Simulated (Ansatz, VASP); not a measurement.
## Al3GaN4: VASP beside Ansatz

```xyz
8
Lattice="4.4012 0.0000 0.0000 0.0000 4.4012 0.0000 0.0000 0.0000 4.4012" Properties=species:S:1:pos:R:3 pbc="T T T"
Al    2.2006    2.2006    0.0000
Al    2.2006    0.0000    2.2006
Al    0.0000    2.2006    2.2006
Ga    0.0000    0.0000    0.0000
N     3.2765    3.2765    1.1247
N     3.2765    1.1247    3.2765
N     1.1247    3.2765    3.2765
N     1.1247    1.1247    1.1247
```

Alike in both runs: task single point; functional r2SCAN; k mesh 6 × 6 × 6; occupations gaussian, width 0.05 eV; no spin polarisation.

|  | VASP | Ansatz |
| --- | --- | --- |
| version | VASP 6.6.1 | Ansatz 0.2.0 |
| potentials or method | VASP PAW PBE potentials, release 64 (Al, Ga_d, N), cutoff 520 eV | scalar-relativistic, plane waves, PAW |
| valence electrons in the cell | 42 | 42 |

|  | VASP | Ansatz | Ansatz less VASP |
| --- | --- | --- | --- |
| gap on the k mesh at the Fermi level (eV) | 4.00 | 4.01 | +0.005 |
| least direct gap on the mesh (eV) | 4.00 | 4.01 | +0.005 |
| pressure (GPa) | 0.0 | 0.0 | +0.01 |
| rms of the force components (eV/Å) | 0.031 | 0.000 | -0.0308 |

VASP's potentials were made for PBE, not for r2SCAN. Atom by atom the forces differ by 0.031 eV/Å (rms over components).
